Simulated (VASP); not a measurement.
Wanted: the native input for a VASP 6.6.1 run.

| Property | Result |
| --- | --- |
| Task | single point |
| Functional | r2SCAN |
| Potentials or basis | VASP PAW PBE potentials, release 64 (Mn_pv, O) |
| Cutoff | 520 eV |
| k mesh | 11 × 11 × 11 |
| Occupations | fermi-dirac, width 0.05 eV |
| Spin | collinear spin, ferromagnetic start |
| Starting moments | [4.0, 0.0, 0.0] μB |
| Dipole correction | no |
| Further INCAR settings | ALGO = Normal; EDIFF = 1e-07; NBANDS = 24 |

MnO2:

```xyz
3
Lattice="1.4565 0.8409 4.6738 -1.4565 0.8409 4.6738 0.0000 -1.6818 4.6738" Properties=species:S:1:pos:R:3 pbc="T T T"
Mn    0.0000    0.0000    0.0000
O     0.0000    0.0000   10.3147
O     0.0000    0.0000    3.7068
```

These files were run (other wordings do the same):

POSCAR

```
MnO2
1.0
    1.4564504782      0.8408820756      4.6738353618
   -1.4564504782      0.8408820756      4.6738353618
    0.0000000000     -1.6817641514      4.6738353618
Mn O
1 2
Direct
    0.0000000000      0.0000000000      0.0000000000
    0.7356355100      0.7356355100      0.7356355100
    0.2643644900      0.2643644900      0.2643644900
```

INCAR.step1

```
SYSTEM = MnO2
ALGO = Normal
EDIFF = 1E-4
ENCUT = 520
GGA = PE
ISMEAR = -1
ISPIN = 2
LASPH = .True.
LCHARG = .False.
LMAXMIX = 4
LREAL = .False.
LWAVE = .True.
MAGMOM = 4 0 0
NBANDS = 24
NELM = 150
PREC = Accurate
SIGMA = 0.05
```

INCAR.step2

```
SYSTEM = MnO2
ALGO = Normal
EDIFF = 1E-7
ENCUT = 520
ISIF = 2
ISMEAR = -1
ISPIN = 2
ISTART = 1
LASPH = .True.
LCHARG = .False.
LMAXMIX = 4
LMIXTAU = .True.
LORBIT = 11
LREAL = .False.
LWAVE = .False.
MAGMOM = 4 0 0
METAGGA = R2SCAN
NBANDS = 24
NELM = 150
PREC = Accurate
SIGMA = 0.05
```

KPOINTS

```
k-points
0
Gamma
  11 11 11
  0 0 0
```

Potentials or basis: VASP PAW PBE potentials, release 64 (Mn_pv, O).

Run with:

```sh
$ cat potpaw_PBE.64/Mn_pv/POTCAR potpaw_PBE.64/O/POTCAR > POTCAR
$ cp INCAR.step1 INCAR
$ mpirun -np 1 vasp_std > vasp.out
$ cp INCAR.step2 INCAR
$ mpirun -np 1 vasp_std > vasp.out
```

Results of the run:

```yaml
Pressure: -10.1 GPa
Largest_force: 0.775 eV/Å
Band_gap_on_the_k_mesh: 1.91 eV, indirect (least direct gap 2.15 eV)
Net_moment: 3.00 μB per cell
Site_moments: Mn +3.01; O -0.03 μB
Valence_electrons_inside_the_program's_atomic_spheres: Mn 11.58; O 5.00
```

Caveat: the PAW data sets were made with another functional, which shifts forces and pressure a little; a cell with one magnetic atom can't hold antiferromagnetic order, which such compounds often take.

It took 29 min on 1 thread of Intel(R) Xeon(R) Platinum 8488C (Sapphire Rapids), on a shared host, peak memory 0.43 GiB.
